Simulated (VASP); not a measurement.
## Mg5SnN2: single point with PBE

The system is Mg5SnN2.

```
Mg Sn N
1.0
     2.97379   -1.71728    0.04266
     2.97379    1.71728    0.04266
    -0.21055    0.00000   13.78487
Mg Sn N
5 1 2
Direct
  0.66836 0.66836 0.20516
  0.33450 0.33450 0.85462
  0.00203 0.00203 0.35857
  0.00246 0.00246 0.66305
  0.66890 0.66890 0.51713
  0.00128 0.00128 0.03740
  0.66857 0.66857 0.35945
  0.33565 0.33565 0.58795
```

```yaml
Program: VASP 6.6.1
Task: single point
Functional: PBE
Potentials_or_basis: VASP PAW PBE potentials, release 64 (Mg, Sn_d, N)
Cutoff: 520 eV
k_mesh: 10 × 10 × 4
Occupations: gaussian, width 0.1 eV
Spin: no spin polarisation
```

```json
{
  "Pressure": "-0.1 GPa",
  "Largest force": "0.024 eV/Å",
  "Band gap on the k mesh": "zero (bands 17 and 18 overlap by 0.84 eV)"
}
```

Forces in eV/Å, atoms in the order of the input:
```
Mg  -0.001  0.000  0.006
Mg   0.003  0.000 -0.010
Mg  -0.009  0.000  0.000
Mg  -0.001  0.000 -0.024
Mg  -0.002  0.000  0.017
Sn   0.000  0.000  0.003
N    0.010  0.000  0.007
N    0.001  0.000  0.001
```

Stress tensor (GPa, compression positive):
```
-0.12  0.00  0.01
 0.00 -0.10  0.00
 0.01  0.00 -0.19
```

Levels at points of the mesh, in eV from the Fermi level:
```tsv
k point	band 13	band 14	band 15	band 16	band 17	band 18	band 19	band 20	band 21	band 22
(0.00, 0.00, 0.00)	-1.71	-1.71	-1.65	-1.65	-0.04	0.65	3.46	3.98	5.69	5.69
(0.50, 0.00, 0.00)	-2.74	-2.41	-2.09	-2.07	-0.85	0.05	0.98	1.61	2.00	2.59
(0.50, 0.50, 0.00)	-2.74	-2.41	-2.09	-2.07	-0.85	0.06	0.98	1.60	2.00	2.58
(0.00, 0.00, 0.50)	-1.71	-1.71	-1.65	-1.65	-1.22	1.84	2.46	4.58	5.69	5.69
(0.50, 0.00, 0.50)	-2.81	-2.41	-2.07	-1.96	-0.64	-0.18	0.50	2.06	2.59	2.63
(0.50, 0.50, 0.50)	-2.81	-2.41	-2.07	-1.96	-0.65	-0.17	0.49	2.07	2.59	2.63
```

Wall time 7 min on 1 thread of Intel(R) Xeon(R) Platinum 8488C (Sapphire Rapids), with other jobs on the host, peak memory 0.58 GiB.

Caveat: spin-orbit coupling is left out, which moves the levels of the heavy elements.
